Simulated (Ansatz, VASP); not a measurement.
# Two plane-wave programs on In

```
CELL_PARAMETERS angstrom
3.32927 0.00000 0.00000
0.34767 3.31106 0.00000
0.00000 0.00000 26.13920
ATOMIC_POSITIONS crystal
In 0.50000 0.50000 0.28494
In 0.00000 0.00000 0.37036
In 0.50000 0.50000 0.45644
In 0.00000 0.00000 0.54356
In 0.50000 0.50000 0.62964
In 0.00000 0.00000 0.71506
```

Alike in both runs: functional LDA; k mesh 10 × 10 × 1; occupations gaussian, width 0.1 eV; no spin polarisation.

Ansatz relaxed the structure, and its values are those at the end. VASP's run is a single point on that final structure, the one shown.

```csv
,VASP,Ansatz
version,VASP 6.6.1,Ansatz 0.2.0
potentials or method,"VASP PAW LDA potentials, release 64 (In_d), cutoff 520 eV","scalar-relativistic, plane waves, PAW"
valence electrons in the cell,78,78
```

Ansatz gave:

```
gap on the k mesh at the Fermi level (eV)  : none
rms of the force components (eV/Å)         : 0.003
work function, face that differs most (eV) : 4.27
```

What did VASP give for the same quantities?

gap on the k mesh at the Fermi level (eV): none; rms of the force components (eV/Å): 0.004; work function, face that differs most (eV): 4.29.

LDA's correlation is that of Perdew and Zunger in VASP and of Perdew and Wang (1992) in Ansatz. A gap of «none» marks a metal or a gap that the smearing closes.
